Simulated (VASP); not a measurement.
Set up this calculation in VASP 6.6.1, as the native input.

```
Task                   : single point
Functional             : PBE
Potentials or basis    : VASP PAW PBE potentials, release 64 (Sr_sv, Ti_sv, O)
Cutoff                 : 520 eV
k mesh                 : 8 × 8 × 8
Occupations            : gaussian, width 0.02 eV
Spin                   : no spin polarisation
Hubbard terms          : Ti d U = 4.0 eV
Dipole correction      : no
Further INCAR settings : ALGO = Normal; EDIFF = 1e-07; NBANDS = 28
```

The structure of SrTiO3 lies in POSCAR:

```
SrTiO3
1.0
    3.9721416719      0.0000000000      0.0000000000
    0.0000000000      3.9721416719      0.0000000000
    0.0000000000      0.0000000000      3.9721416719
Sr Ti O
1 1 3
Direct
    0.0000000000      0.0000000000      0.0000000000
    0.5000000000      0.5000000000      0.5000000000
    0.5000000000      0.0000000000      0.5000000000
    0.5000000000      0.5000000000      0.0000000000
    0.0000000000      0.5000000000      0.5000000000
```

These files were run (other wordings do the same):

INCAR

```
PREC     = Accurate       # precision mode
ENCUT    = 520            # plane-wave cutoff, eV
EDIFF    = 1E-7           # SCF threshold, eV
ISMEAR   = 0              # smearing method
SIGMA    = 0.02           # smearing width, eV
LREAL    = F              # projectors in reciprocal space
LASPH    = T              # aspherical terms in the spheres
NELM     = 150            # most SCF steps
ALGO     = Normal         # electronic algorithm
ISIF     = 2              # what is computed and relaxed
LWAVE    = F              # write WAVECAR
LCHARG   = T              # write CHGCAR
LMAXMIX  = 4              # l up to which the mixer works
LDAU     = T              # DFT+U
LDAUTYPE = 2            
LDAUL    = -1 2 -1        # shell
LDAUU    = 0 4 0          # U, eV
LDAUJ    = 0 0 0        
LDAUPRINT= 1            
GGA      = PE             # functional
LELF     = T              # ELF
LVHAR    = T            
NBANDS   = 28             # bands
```

KPOINTS

```
Automatic mesh
0
Gamma
  8 8 8
```

Potentials or basis: VASP PAW PBE potentials, release 64 (Sr_sv, Ti_sv, O).

Launch:

```bash
$ cat potpaw_PBE.64/Sr_sv/POTCAR potpaw_PBE.64/Ti_sv/POTCAR potpaw_PBE.64/O/POTCAR > POTCAR
$ mpirun -np 1 vasp_std > vasp.out
```

Results of the run:

- Pressure: -0.5 GPa
- Band gap on the k mesh: 2.26 eV, indirect (least direct gap 2.70 eV)

Run time: 52 s on 1 thread of AMD EPYC 7R43 64-Core Processor (Zen 3), on a shared host, peak memory 0.17 GiB.
